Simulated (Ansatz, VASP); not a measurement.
# Os in VASP and in Ansatz

```
CELL_PARAMETERS angstrom
2.71450 0.00000 0.00000
-1.35725 2.35083 0.00000
0.00000 0.00000 4.29317
ATOMIC_POSITIONS crystal
Os 0.33333 0.66667 0.25000
Os 0.66667 0.33333 0.75000
```

Alike in both runs: functional LDA; k mesh 18 × 18 × 10; occupations gaussian, width 0.1 eV; no spin polarisation.

Ansatz relaxed the structure, and its values are those at the end. VASP's run is a single point on that final structure, the one shown.

|  | VASP | Ansatz |
| --- | --- | --- |
| version | VASP 6.6.1 | Ansatz 0.2.0 |
| potentials or method | VASP PAW LDA potentials, release 64 (Os_sv_GW), cutoff 500 eV | scalar-relativistic, plane waves, PAW |
| valence electrons in the cell | 32 | 32 |

Ansatz gave:

* gap on the k mesh at the Fermi level (eV): none
* pressure (GPa): 0.0

Task: Estimate VASP's values.

Result: gap on the k mesh at the Fermi level (eV): none; pressure (GPa): -0.7.

LDA's correlation is that of Perdew and Zunger in VASP and of Perdew and Wang (1992) in Ansatz. A gap of «none» marks a metal or a gap that the smearing closes.

Neither program's run includes spin-orbit coupling.
